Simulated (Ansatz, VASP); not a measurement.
## SiC: VASP beside Ansatz

```xyz
2
Lattice="0.0000 2.1455 2.1455 2.1455 0.0000 2.1455 2.1455 2.1455 0.0000" Properties=species:S:1:pos:R:3 pbc="T T T"
Si    0.0000    0.0000    0.0000
C     1.0728    1.0728    1.0728
```

Change from the starting cell: volume scaled by 0.9405.

Alike in both runs: task single point; functional PBE; k mesh 16 × 16 × 16; occupations fermi-dirac, width 0.08 eV; no spin polarisation.

|  | VASP | Ansatz |
| --- | --- | --- |
| version | VASP 6.6.1 | Ansatz 0.2.0 |
| potentials or method | VASP PAW PBE potentials, release 64 (Si, C), cutoff 520 eV | all-electron LAPW, scalar-relativistic |

Ansatz gave:

| Property | Result |
| --- | --- |
| pressure (GPa) | 14.7 |

Q: What did VASP give for the same quantities?

A: Pressure (GPa): 14.6.

Ansatz ran all-electron here, and VASP with PAW potentials.
